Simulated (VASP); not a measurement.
The system is Rb.

```
Rb
1.0
     4.97566    0.00000    0.00000
    -2.48783    4.30905    0.00000
     0.00000    0.00000    8.12526
Rb
2
Direct
  0.33333 0.66667 0.25000
  0.66667 0.33333 0.75000
```

This isn't the form of Rb at room conditions, which is bcc.

* Program: VASP 6.6.1
* Task: relaxation of cell and atoms
* Functional: RPBE
* Potentials or basis: VASP PAW PBE potentials, release 64 (Rb_sv)
* Cutoff: 600 eV
* k mesh: 7 × 7 × 4
* Occupations: fermi-dirac, width 0.1 eV
* Spin: no spin polarisation

At the start: pressure 0.5 GPa; volume 87.10 Å³/atom.

Task: How do energy, volume and symmetry change on relaxing?

Result: Over 4 steps the energy falls by 18.0 meV/atom and the volume is 101.41 Å³/atom (+16.4 %); space group P6_3/mmc (No. 194, to 0.1 Å) before and after.

Step by step:
| step | energy change (eV) | largest force (eV/Å) | pressure (GPa) | volume (Å³) |
| --- | --- | --- | --- | --- |
| 1 | 0.0000 | 0.0000 | 0.46 | 174.21 |
| 2 | -0.0156 | 0.0000 | 0.34 | 180.59 |
| 3 | -0.0359 | 0.0000 | 0.03 | 200.68 |
| 4 | -0.0360 | 0.0000 | 0.00 | 202.81 |

Final structure:
```
CELL_PARAMETERS angstrom
5.22250 0.00000 0.00000
-2.61125 4.52282 0.00000
0.00000 0.00000 8.58627
ATOMIC_POSITIONS crystal
Rb 0.33333 0.66667 0.25000
Rb 0.66667 0.33333 0.75000
```

Caveat: the volume moved by over 15 % at a fixed basis, so the end points are rough; the PAW data sets were made with another functional, which shifts forces and pressure a little.
